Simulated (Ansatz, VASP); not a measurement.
Os in VASP and in Ansatz

```
Os
1.0
     2.77893    0.00000    0.00000
    -1.38946    2.40662    0.00000
     0.00000    0.00000    4.39053
Os
2
Cartesian
  0.0000 1.6044 1.0976
  1.3895 0.8022 3.2929
```

Change from the starting cell: volume scaled by 1.05.

Alike in both runs: task single point; functional PBE; k mesh 15 × 15 × 9; occupations fermi-dirac, width 0.05 eV; no spin polarisation.

```csv
,VASP,Ansatz
version,VASP 6.6.1,Ansatz 0.2.0
potentials or method,"VASP PAW PBE potentials, release 64 (Os), cutoff 520 eV","all-electron LAPW, scalar-relativistic"
```

|  | VASP | Ansatz | Ansatz less VASP |
| --- | --- | --- | --- |
| pressure (GPa) | -10.8 | -10.4 | +0.35 |
| traceless stress, the component that is largest in VASP (GPa) | -0.36 | -0.29 | +0.078 |

Ansatz ran all-electron here, and VASP with PAW potentials.

Spin-orbit coupling is off throughout.
